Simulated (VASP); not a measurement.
# Zn12BrF23 (a cell with a defect) in VASP: electric field gradients with PBE

Aim: the electric field gradients of Zn12BrF23 (a cell with a defect) with PBE.

All numbers are computed with VASP 6.6.1; they aren't measurements. Logs are shortened: lines on timing, memory, paths and dates and some standing lists are left out, and cuts for length are marked.

## 1. The cell of the first run

The cell holds a defect, 36 atoms: a = 6.651 Å, b = 6.651 Å, c = 9.399 Å, α = 90.00°, β = 90.00°, γ = 90.00°.

## 2. Electric field gradients, PBE

File INCAR:

```
SYSTEM = Zn12BrF23
  ALGO = Normal
  EDIFF = 1E-8
  ENCUT = 520
  GGA = PE
  ISIF = 2
  ISMEAR = -1
  LASPH = .True.
  LCHARG = .False.
  LEFG = .True.
  LREAL = Auto
  LWAVE = .False.
  NBANDS = 180
  NELM = 100
  PREC = Accurate
  SIGMA = 0.01
```

File KPOINTS:

```
k-points
0
Gamma
  3 3 2
  0 0 0
```

File POSCAR:

```
Zn12BrF23
1.0
    4.7029441700      4.7029441700      0.0000000000
   -4.7029441700      4.7029441700      0.0000000000
    0.0000000000      0.0000000000      9.3986706300
Zn Br F
12 1 23
Direct
    0.5000000000      0.0000000000      0.1666666667
    0.5000000000      0.0000000000      0.5000000000
    0.5000000000      0.0000000000      0.8333333333
    0.0000000000      0.5000000000      0.1666666667
    0.0000000000      0.5000000000      0.5000000000
    0.0000000000      0.5000000000      0.8333333333
    0.0000000000      0.0000000000      0.0000000000
    0.0000000000      0.0000000000      0.3333333333
    0.0000000000      0.0000000000      0.6666666667
    0.5000000000      0.5000000000      0.0000000000
    0.5000000000      0.5000000000      0.3333333333
    0.5000000000      0.5000000000      0.6666666667
    0.6968616200      0.0000000000      0.0000000000
    0.6968616200      0.0000000000      0.3333333333
    0.6968616200      0.0000000000      0.6666666667
    0.1968616200      0.5000000000      0.0000000000
    0.1968616200      0.5000000000      0.3333333333
    0.1968616200      0.5000000000      0.6666666667
    0.5000000000      0.6968616200      0.1666666667
    0.5000000000      0.6968616200      0.5000000000
    0.5000000000      0.6968616200      0.8333333333
    0.0000000000      0.1968616200      0.1666666667
    0.0000000000      0.1968616200      0.5000000000
    0.0000000000      0.1968616200      0.8333333333
    0.3031383800      0.0000000000      0.0000000000
    0.3031383800      0.0000000000      0.3333333333
    0.3031383800      0.0000000000      0.6666666667
    0.8031383800      0.5000000000      0.0000000000
    0.8031383800      0.5000000000      0.3333333333
    0.8031383800      0.5000000000      0.6666666667
    0.5000000000      0.3031383800      0.1666666667
    0.5000000000      0.3031383800      0.5000000000
    0.5000000000      0.3031383800      0.8333333333
    0.0000000000      0.8031383800      0.1666666667
    0.0000000000      0.8031383800      0.5000000000
    0.0000000000      0.8031383800      0.8333333333
```

Potentials or basis: VASP PAW PBE potentials, release 64 (Zn, Br, F).

Started as:

```sh
> cat potpaw_PBE.64/Zn/POTCAR potpaw_PBE.64/Br/POTCAR potpaw_PBE.64/F/POTCAR > POTCAR
> mpirun -np 1 vasp_std > vasp.out
```

OUTCAR:

```text
SYSTEM = Zn12BrF23
   EDIFF = 1E-8
   ENCUT = 520
   GGA = PE
   ISIF = 2
   ISMEAR = -1
   LASPH = .True.
   LREAL = Auto
   NELM = 100
   PREC = Accurate

 ion  position               nearest neighbor table
   1  0.500  0.000  0.167-  19 2.02  31 2.02  26 2.04  14 2.04  13 2.04  25 2.04
   2  0.500  0.000  0.500-  20 2.02  32 2.02  14 2.04  26 2.04  27 2.04  15 2.04
   3  0.500  0.000  0.833-  21 2.02  33 2.02  27 2.04  15 2.04  13 2.04  25 2.04
   4  0.000  0.500  0.167-  22 2.02  34 2.02  29 2.04  17 2.04  16 2.04  28 2.04
   5  0.000  0.500  0.500-  23 2.02  35 2.02  17 2.04  29 2.04  30 2.04  18 2.04
   6  0.000  0.500  0.833-  24 2.02  36 2.02  30 2.04  18 2.04  16 2.04  28 2.04
   7  0.000  0.000  0.000-  13 2.02  25 2.02  24 2.04  22 2.04  34 2.04  36 2.04
   8  0.000  0.000  0.333-  14 2.02  26 2.02  22 2.04  34 2.04  23 2.04  35 2.04
   9  0.000  0.000  0.667-  15 2.02  27 2.02  24 2.04  36 2.04  35 2.04  23 2.04
  10  0.500  0.500  0.000-  16 2.02  28 2.02  21 2.04  19 2.04  31 2.04  33 2.04
  11  0.500  0.500  0.333-  17 2.02  29 2.02  19 2.04  31 2.04  20 2.04  32 2.04
  12  0.500  0.500  0.667-  18 2.02  30 2.02  21 2.04  33 2.04  32 2.04  20 2.04
  13  0.697  0.000  0.000-   7 2.02   3 2.04   1 2.04
  14  0.697  0.000  0.333-   8 2.02   1 2.04   2 2.04
  15  0.697  0.000  0.667-   9 2.02   3 2.04   2 2.04
  16  0.197  0.500  0.000-  10 2.02   6 2.04   4 2.04
  17  0.197  0.500  0.333-  11 2.02   4 2.04   5 2.04
[... 17 lines left out ...]
  35  0.000  0.803  0.500-   5 2.02   8 2.04   9 2.04
  36  0.000  0.803  0.833-   6 2.02   9 2.04   7 2.04

  LATTYP: Found a simple tetragonal cell.
 ALAT       =     6.6509674283
 C/A-ratio  =     1.4131283503

  Lattice vectors:

 A1 = (   4.7029441700,   4.7029441700,   0.0000000000)
 A2 = (  -4.7029441700,   4.7029441700,   0.0000000000)
 A3 = (   0.0000000000,   0.0000000000,   9.3986706300)

Analysis of symmetry for initial positions (statically):
=====================================================================
 Subroutine PRICEL returns:
 Original cell was already a primitive cell.

 Routine SETGRP: Setting up the symmetry group for a
 simple tetragonal supercell.

 Subroutine GETGRP returns: Found  4 space group operations
 (whereof  4 operations were pure point group operations)
 out of a pool of 16 trial point group operations.

The static configuration has the point symmetry C_2v.
[... 1589 lines left out ...]

  FORCE on cell =-STRESS in cart. coord.  units (eV):
  Direction    XX          YY          ZZ          XY          YZ          ZX
  --------------------------------------------------------------------------------------
  -------------------------------------------------------------------------------------
  Total       34.5282775     34.5282775     39.3178757     10.5667175      0.0000000      0.0000000
  in kB      133.0605836    133.0605836    151.5181138     40.7206412      0.0000000      0.0000000
  external PRESSURE =     139.2130936 kB  Pullay stress =       0.0000000 kB

 VOLUME and BASIS-vectors are now :
 -----------------------------------------------------------------------------
  energy-cutoff  :      520.00
  volume of cell :      415.75
      direct lattice vectors                 reciprocal lattice vectors
     4.702944170  4.702944170  0.000000000     0.106316380  0.106316380  0.000000000
    -4.702944170  4.702944170  0.000000000    -0.106316380  0.106316380  0.000000000
     0.000000000  0.000000000  9.398670630     0.000000000  0.000000000  0.106398026

 POSITION                                       TOTAL-FORCE (eV/Angst)
 -----------------------------------------------------------------------------------
      2.35147      2.35147      1.56645        -2.394073     -2.394073      4.361854
      2.35147      2.35147      4.69934         0.059903      0.059903      0.000000
      2.35147      2.35147      7.83223        -2.394073     -2.394073     -4.361854
     -2.35147      2.35147      1.56645         0.040317      0.040317      0.057883
     -2.35147      2.35147      4.69934         0.006641      0.006641      0.000000
     -2.35147      2.35147      7.83223         0.040317      0.040317     -0.057883
[... 28 lines left out ...]
     -3.77711      3.77711      4.69934         0.022675     -0.005412      0.000000
     -3.77711      3.77711      7.83223         0.489263     -0.029274     -0.424287
 -----------------------------------------------------------------------------------
    total drift:                                0.005414      0.005414     -0.000004

  FREE ENERGIE OF THE ION-ELECTRON SYSTEM (eV)
  ---------------------------------------------------
  free  energy   TOTEN  =      -132.0755267471 eV

  energy  without entropy=     -132.0755267471  energy(sigma->0) =     -132.07552675

 Electric field gradients (V/A^2)
---------------------------------------------------------------------
 ion       V_xx      V_yy      V_zz      V_xy      V_xz      V_yz
---------------------------------------------------------------------
   1      15.294    15.294   -30.588    -7.811    42.003    42.003
   2       6.307     6.307   -12.613    16.104     0.000    -0.000
   3      15.294    15.294   -30.588    -7.811   -42.003   -42.003
   4       6.414     6.414   -12.827    16.614     0.071     0.071
   5       6.572     6.572   -13.145    15.967    -0.000     0.000
   6       6.414     6.414   -12.827    16.614    -0.071    -0.071
[... 28 lines left out ...]
  35     -13.690   -12.905    26.595   -76.971    -0.000     0.000
  36     -16.571    -6.990    23.561   -75.618     8.828     0.112
---------------------------------------------------------------------

 Electric field gradients after diagonalization (V/A^2)
 (convention: |V_zz| > |V_xx| > |V_yy|)
----------------------------------------------------------------------
 ion       V_xx      V_yy      V_zz     asymmetry (V_yy - V_xx)/ V_zz
----------------------------------------------------------------------
   1      50.825    23.105   -73.930       0.375
   2     -12.613    -9.797    22.410       0.126
   3      50.825    23.105   -73.930       0.375
   4     -12.827   -10.201    23.028       0.114
   5     -13.145    -9.394    22.539       0.166
   6     -12.827   -10.201    23.028       0.114
[... 28 lines left out ...]
  35      63.674    26.595   -90.270       0.411
  36      64.855    23.076   -87.931       0.475
----------------------------------------------------------------------

           NMR quadrupolar parameters

 Cq : quadrupolar parameter    Cq=e*Q*V_zz/h
 eta: asymmetry parameters     (V_yy - V_xx)/ V_zz
 Q  : nuclear electric quadrupole moment in mb (millibarn)
----------------------------------------------------------------------
 ion       Cq(MHz)       eta       Q (mb)
----------------------------------------------------------------------
   1      -0.179       0.375       1.000
   2       0.054       0.126       1.000
   3      -0.179       0.375       1.000
   4       0.056       0.114       1.000
   5       0.054       0.166       1.000
   6       0.056       0.114       1.000
[... 28 lines left out ...]
  35      -0.218       0.411       1.000
  36      -0.213       0.475       1.000
----------------------------------------------------------------------
```

OSZICAR:

```text
N       E                     dE             d eps       ncg     rms          rms(c)
DAV:   1     0.538519569741E+04    0.53852E+04   -0.14130E+05  2880   0.239E+03
DAV:   2     0.108671879117E+04   -0.42985E+04   -0.41110E+04  2888   0.706E+02
DAV:   3    -0.463926365888E+02   -0.11331E+04   -0.11029E+04  3048   0.307E+02
[... 18 lines left out ...]
DAV:  22    -0.132075526591E+03   -0.29751E-07   -0.19692E-07  4080   0.247E-03    0.971E-04
DAV:  23    -0.132075526636E+03   -0.45628E-07   -0.49556E-08  2984   0.226E-03    0.792E-04
DAV:  24    -0.132075526723E+03   -0.86868E-07   -0.38649E-08  2448   0.167E-03    0.311E-04
DAV:  25    -0.132075526743E+03   -0.20103E-07   -0.22737E-08  1792   0.773E-04    0.252E-04
DAV:  26    -0.132075526747E+03   -0.38563E-08   -0.40327E-09  1536   0.504E-04
   1 F= -.13207553E+03 E0= -.13207553E+03  d E =-.133920E-12
```

stdout:

```text
POSCAR found type information on POSCAR ZnBrF
 POSCAR found :  3 types and      36 ions
 scaLAPACK will be used
 LDA part: xc-table for (Slater+PW92), standard interpolation
 POSCAR, INCAR and KPOINTS ok, starting setup
 FFT: planning ... GRIDC
 FFT: planning ... GRID_SOFT
 FFT: planning ... GRID
 WAVECAR not read
 entering main loop
ion   1

ion   2

ion   3

ion   4

ion   5

ion   6

ion   7

ion   8

ion   9

ion  10
[... 112 lines left out ...]
ion  35

ion  36
     0.0000310    16.3814560    -0.0273958    -4.6207146    -2.0968401     1.1388348
     0.0000427    16.3814558    -0.0273958    -4.6207146    -2.0968401     1.1388348
     0.0000588    16.3814556    -0.0273958    -4.6207145    -2.0968401     1.1388348
     0.0000810    16.3814551    -0.0273958    -4.6207143    -2.0968400     1.1388347

     0.0000310    67.2580048    -0.1118606   -18.4921121    -8.3014085     4.5111479
     0.0000427    67.2579875    -0.1118606   -18.4921074    -8.3014064     4.5111468
     0.0000588    67.2579581    -0.1118606   -18.4920994    -8.3014028     4.5111448
     0.0000810    67.2579089    -0.1118605   -18.4920860    -8.3013968     4.5111416
```

Run time: 13 min. Hardware: 1 thread of Intel Xeon 6975P-C (Granite Rapids), shared host; peak memory 0.65 GiB.

What came out:

| Property | Result |
| --- | --- |
| Free energy | -132.0755 eV |
| Pressure | 13.9 GPa |
| Largest force | 6.217 eV/Å |
| Band gap on the k mesh | 3.18 eV |
| Largest electric field gradient by atom | Zn -73.9, +22.4, +23.0, +22.5, -87.9, +22.3, +22.7 (each value once); Br -219.3; F -86.9, -90.0, -86.6, -90.3, -87.9, -83.1, -91.7, -89.6, -90.1 (each value once) V/Å² |

Forces in eV/Å, atoms in the order of the input:
```
Zn  -2.394 -2.394  4.362
Zn   0.060  0.060  0.000
Zn  -2.394 -2.394 -4.362
Zn   0.040  0.040  0.058
Zn   0.007  0.007  0.000
Zn   0.040  0.040 -0.058
Zn   4.396  4.396  0.000
Zn  -0.018 -0.018  0.049
Zn  -0.018 -0.018 -0.049
Zn  -0.064 -0.064  0.000
Zn  -0.014 -0.014 -0.031
Zn  -0.014 -0.014  0.031
Br   1.068  1.068  0.000
F    0.058  0.058  0.361
F    0.058  0.058 -0.361
F    0.013  0.013  0.000
F    0.012  0.012  0.021
F    0.012  0.012 -0.021
F    0.187 -0.540  0.290
F   -0.040  0.032  0.000
F    0.187 -0.540 -0.290
F   -0.029  0.489  0.424
F   -0.005  0.023  0.000
F   -0.029  0.489 -0.424
F   -1.137 -1.137  0.000
F    0.059  0.059 -0.144
F    0.059  0.059  0.144
F   -0.012 -0.012  0.000
F   -0.019 -0.019  0.002
F   -0.019 -0.019 -0.002
F   -0.540  0.187  0.290
F    0.032 -0.040  0.000
F   -0.540  0.187 -0.290
F    0.489 -0.029  0.424
F    0.023 -0.005  0.000
F    0.489 -0.029 -0.424
```

Levels at points of the mesh, in eV from the valence-band top:
```
           k point  band 152  band 153  band 154  band 155  band 156  band 157  band 158  band 159  band 160  band 161
(0.00, 0.00, 0.00)     -0.89     -0.89     -0.39     -0.34     -0.31      3.18      5.91      6.02      6.54      6.73
(0.00, 0.00, 0.50)     -1.05     -0.77     -0.48     -0.39     -0.36      4.00      4.22      6.73      6.80      6.83
```

Electric field gradients, principal values (V/Å²):
| atom | least | middle | greatest (by size) |
| --- | --- | --- | --- |
| 1 Zn | 23.105 | 50.825 | -73.930 |
| 2 Zn | -9.797 | -12.613 | 22.410 |
| 3 Zn | 23.105 | 50.825 | -73.930 |
| 4 Zn | -10.201 | -12.827 | 23.028 |
| 5 Zn | -9.394 | -13.145 | 22.539 |
| 6 Zn | -10.201 | -12.827 | 23.028 |
| 7 Zn | 28.380 | 59.552 | -87.931 |
| 8 Zn | -9.194 | -13.082 | 22.276 |
| 9 Zn | -9.194 | -13.082 | 22.276 |
| 10 Zn | -9.271 | -13.412 | 22.682 |
| 11 Zn | -9.026 | -13.648 | 22.674 |
| 12 Zn | -9.026 | -13.648 | 22.674 |
| 13 Br | 95.293 | 124.017 | -219.310 |
| 14 F | 18.824 | 68.050 | -86.875 |
| 15 F | 18.824 | 68.050 | -86.875 |
| 16 F | 26.462 | 63.528 | -89.990 |
| 17 F | 26.671 | 63.349 | -90.020 |
| 18 F | 26.671 | 63.349 | -90.020 |
| 19 F | 28.688 | 57.957 | -86.645 |
| 20 F | 26.102 | 64.156 | -90.259 |
| 21 F | 28.688 | 57.957 | -86.645 |
| 22 F | 23.076 | 64.855 | -87.931 |
| 23 F | 26.595 | 63.674 | -90.270 |
| 24 F | 23.076 | 64.855 | -87.931 |
| 25 F | 34.293 | 48.788 | -83.081 |
| 26 F | 28.383 | 63.355 | -91.739 |
| 27 F | 28.383 | 63.355 | -91.739 |
| 28 F | 26.659 | 62.985 | -89.643 |
| 29 F | 26.931 | 63.190 | -90.122 |
| 30 F | 26.931 | 63.190 | -90.122 |
| 31 F | 28.688 | 57.957 | -86.645 |
| 32 F | 26.102 | 64.156 | -90.259 |
| 33 F | 28.688 | 57.957 | -86.645 |
| 34 F | 23.076 | 64.855 | -87.931 |
| 35 F | 26.595 | 63.674 | -90.270 |
| 36 F | 23.076 | 64.855 | -87.931 |

Caveat: without QUAD_EFG the Cq values of the log hold for a quadrupole moment of 1 mb, not for the nuclei.
